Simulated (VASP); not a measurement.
Wanted: the native input for a VASP 6.6.1 run.

- Task: single point
- Functional: PBE
- Dispersion: D3(BJ)
- Potentials or basis: VASP PAW PBE potentials, release 64 (F, H)
- Cutoff: 520 eV
- k mesh: 1 × 1 × 1
- Occupations: fermi-dirac, width 0.02 eV
- Spin: no spin polarisation
- Dipole correction: no
- Further INCAR settings: LREAL = Auto; ALGO = Normal; EDIFF = 1e-06; NBANDS = 46

The structure of HF lies in POSCAR:

```
HF
1.0
    6.2556220000      0.0000000000      0.0000000000
    0.0000000000      6.2556220000      0.0000000000
    0.0000000000      0.0000000000      6.2556220000
F H
8 8
Direct
    0.5271737966      0.5835870518      0.2754961857
   -0.1098052280      0.2556420449      0.1022919863
    0.4397484375     -0.0326426373      0.2570487795
    0.2030173818      0.4317076703      0.4422581799
    0.1834829534      0.1785433966      0.7158520767
    0.5048418846      0.7263706151      0.7684767398
    0.4637268684      0.2528445613      0.9875756559
    0.9185337605      0.8458151723      0.6249098811
    0.4993588168      0.7378323051      0.2420542673
   -0.2478570476      0.2616526382      0.0508822304
    0.4561976411      0.0549585637      0.1225297820
    0.3420443243      0.4659808409      0.3948288436
    0.1940014918      0.2719154067      0.5755942415
    0.6382578743      0.7576864459      0.7102730951
    0.3296394827      0.2320632545      0.8968892302
    1.0247102526      0.9570910774      0.6539877250
```

The input as run:

INCAR

```
SYSTEM = HF
  PREC = Accurate
  ENCUT = 520
  EDIFF = 1E-6
  ISMEAR = -1
  SIGMA = 0.02
  LREAL = Auto
  LASPH = .TRUE.
  NELM = 100
  ALGO = Normal
  ISIF = 2
  LWAVE = .FALSE.
  LCHARG = .FALSE.
  GGA = PE
  IVDW = 12
  NBANDS = 46
```

KPOINTS

```
Automatic mesh
0
G
  1 1 1
  0 0 0
```

Potentials or basis: VASP PAW PBE potentials, release 64 (F, H).

Command:

```sh
$ cat potpaw_PBE.64/F/POTCAR potpaw_PBE.64/H/POTCAR > POTCAR
$ mpirun -np 1 vasp_gam > vasp.out
```

Results of the run:

The pressure is -0.6 GPa. The largest force is 2.125 eV/Å and the dispersion energy per atom is -0.021 eV.

Caveat: the k points lie up to 1.00 Å⁻¹ apart; the atoms stand as in a frame of molecular dynamics.

It took 44 s on 1 thread of Intel Xeon 8259CL, on a shared host, peak memory 0.3 GiB.
